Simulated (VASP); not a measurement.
**Ir3Rh: single point with LDA**

The system is Ir3Rh.

```
Ir Rh
1.0
     7.68067    0.00000    0.00000
     0.00000    7.68067    0.00000
     0.00000    0.00000    3.84034
Ir Rh
12 4
Cartesian
  1.9202 0.0000 1.9202
  0.0000 1.9202 1.9202
  1.9202 1.9202 0.0000
  1.9202 3.8403 1.9202
  0.0000 5.7605 1.9202
  1.9202 5.7605 0.0000
  5.7605 0.0000 1.9202
  3.8403 1.9202 1.9202
  5.7605 1.9202 0.0000
  5.7605 3.8403 1.9202
  3.8403 5.7605 1.9202
  5.7605 5.7605 0.0000
  0.0000 0.0000 0.0000
  0.0000 3.8403 0.0000
  3.8403 0.0000 0.0000
  3.8403 3.8403 0.0000
```

| Quantity | Value |
| --- | --- |
| Program | VASP 6.6.1 |
| Task | single point |
| Functional | LDA |
| Potentials or basis | VASP PAW LDA potentials, release 64 (Ir, Rh_pv) |
| Cutoff | 500 eV |
| k mesh | 2 × 2 × 4 |
| Occupations | gaussian, width 0.1 eV |
| Spin | no spin polarisation |
| Dipole correction | no |
| Further INCAR settings | ALGO = Normal; EDIFF = 1e-06; NBANDS = 98 |

```json
{"Pressure": "-8.9 GPa", "Band gap on the k mesh": "zero (bands 84 and 85 overlap by 0.50 eV)"}
```

Levels at points of the mesh, in eV from the Fermi level:
```csv
k point,band 81,band 82,band 83,band 84,band 85,band 86,band 87,band 88
"(0.00, 0.00, 0.00)",-0.47,-0.47,-0.14,-0.14,0.60,0.60,0.96,0.96
"(0.50, 0.00, 0.00)",-0.23,-0.23,-0.02,-0.02,0.08,0.08,0.08,0.08
"(0.50, 0.50, 0.00)",-0.39,-0.39,-0.39,-0.39,-0.01,-0.01,-0.01,-0.01
"(0.00, 0.00, 0.50)",-1.21,-1.21,-0.62,-0.47,-0.33,-0.33,-0.33,-0.14
"(0.50, 0.00, 0.50)",-0.18,-0.18,-0.18,-0.18,-0.11,-0.11,-0.02,-0.02
"(0.50, 0.50, 0.50)",0.16,0.16,0.16,0.16,0.26,0.26,0.26,0.26
```

Wall time 110 s on 1 thread of Intel(R) Xeon(R) 6975P-C (Granite Rapids) (shared host), peak memory 0.31 GiB.

Caveat: the k points lie up to 0.41 Å⁻¹ apart; spin-orbit coupling is left out, which moves the levels of the heavy elements.
